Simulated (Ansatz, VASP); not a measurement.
**Two plane-wave programs on TaN**

```
Ta N
1.0
     0.00000    2.17900    2.17900
     2.17900    0.00000    2.17900
     2.17900    2.17900    0.00000
Ta N
1 1
Direct
  0.47705 0.47705 0.52295
  0.00000 0.00000 0.00000
```

Change from the starting cell: all Ta atoms moved -0.100 Å, as atom 1 along Cartesian [0 0 1].

Alike in both runs: task single point; functional PBEsol; k mesh 18 × 18 × 18; occupations gaussian, width 0.15 eV; no spin polarisation.

|  | VASP | Ansatz |
| --- | --- | --- |
| version | VASP 6.6.1 | Ansatz 0.2.0 |
| potentials or method | VASP PAW PBE potentials, release 64 (Ta_sv_GW, N), cutoff 700 eV | scalar-relativistic, plane waves, PAW |
| valence electrons in the cell | 18 | 18 |

Ansatz gave:

* gap on the k mesh at the Fermi level (eV): none
* pressure (GPa): 6.3
* traceless stress, the component that is largest in VASP (GPa): 3.59
* rms of the force components (eV/Å): 0.545

Question: Estimate VASP's values.

Answer: gap on the k mesh at the Fermi level (eV): none; pressure (GPa): 6.3; traceless stress, the component that is largest in VASP (GPa): 3.61; rms of the force components (eV/Å): 0.550.

VASP's potentials were made for PBE, not for PBEsol. Atom by atom the forces differ by 0.005 eV/Å (rms over components). A gap of «none» marks a metal or a gap that the smearing closes.

Spin-orbit coupling is off throughout.
